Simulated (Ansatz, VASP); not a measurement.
**Tc: VASP beside Ansatz**

Contents of INCAR:

```
ALGO = Normal
EDIFF = 1E-8
ENCUT = 520
GGA = PS
ISIF = 2
ISMEAR = -1
LASPH = True
LCHARG = False
LEFG = True
LREAL = False
LWAVE = False
NBANDS = 12
NELM = 60
PREC = Accurate
SIGMA = 0.03
```

File KPOINTS:

```
k-points
0
Gamma
  18 18 18
```

Contents of POSCAR:

```
Tc
1.0
    0.0000000000      1.9236454180      1.9236454180
    1.9236454180      0.0000000000      1.9236454180
    1.9236454180      1.9236454180      0.0000000000
Tc
1
Direct
    0.0000000000      0.0000000000      0.0000000000
```

Input for Ansatz:

```yaml
crystal:
  lattice:
    - [0.0, 1.923645418, 1.923645418]
    - [1.923645418, 0.0, 1.923645418]
    - [1.923645418, 1.923645418, 0.0]
  atoms:
    - { symbol: Tc, position: [0.0, 0.0, 0.0] }
kpoints:
  mp_grid: { grid: [18, 18, 18] }
scf:
  occupations: { method: fermi_dirac, width: 0.03 }
hamiltonian:
  xc: pbesol
  pseudopotentials: { kind: all_electron, datasets: crystal }
output:
  forces: true
  stress: true
  eigenvalues: true
  efg: { contact_densities: true }
```

Change from the starting cell: volume scaled by 0.96, crystal datasets.

Alike in both runs: task electric field gradients; functional PBEsol; k mesh 18 × 18 × 18; occupations fermi-dirac, width 0.03 eV; no spin polarisation.

```csv
,VASP,Ansatz
version,VASP 6.6.1,Ansatz 0.2.0
potentials or method,"VASP PAW PBE potentials, release 64 (Tc_pv), cutoff 520 eV","all-electron PAW with datasets made for the crystal, scalar-relativistic"
```

Ansatz gave:

```
pressure (GPa) : -3.6
```

Q: What did VASP give for the same quantities?

A: Pressure (GPa): -4.3.

VASP's potentials were made for PBE, not for PBEsol. Ansatz ran all-electron here, and VASP with PAW potentials.
